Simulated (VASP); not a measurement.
Input of a VASP 6.6.1 run:

File INCAR:

```
PREC     = Accurate       # precision mode
ENCUT    = 520            # plane-wave cutoff, eV
EDIFF    = 1E-7           # SCF threshold, eV
ISMEAR   = -1             # smearing method
SIGMA    = 0.05           # smearing width, eV
LREAL    = F              # projectors in reciprocal space
LASPH    = T              # aspherical terms in the spheres
NELM     = 60             # most SCF steps
ALGO     = Normal         # electronic algorithm
ISIF     = 2              # what is computed and relaxed
LWAVE    = F              # write WAVECAR
LCHARG   = F              # write CHGCAR
GGA      = PE             # functional
NBANDS   = 12             # bands
```

KPOINTS

```
Automatic mesh
0
Gamma
  19 19 18
```

The input POSCAR:

```
Ag
1.0
    2.2572519036      0.0000000000      0.0000000000
   -1.1286259518      1.9548374912      0.0000000000
    0.0000000000      0.0000000000      2.1605246738
Ag
1
Direct
    0.0000000000      0.0000000000      0.0000000000
```

Potentials or basis: VASP PAW PBE potentials, release 64 (Ag).

Command:

```sh
$ cat potpaw_PBE.64/Ag/POTCAR > POTCAR
$ mpirun -np 1 vasp_std > vasp.out
```

(1) Estimate the pressure.

Answers

(1) 387.1 GPa.
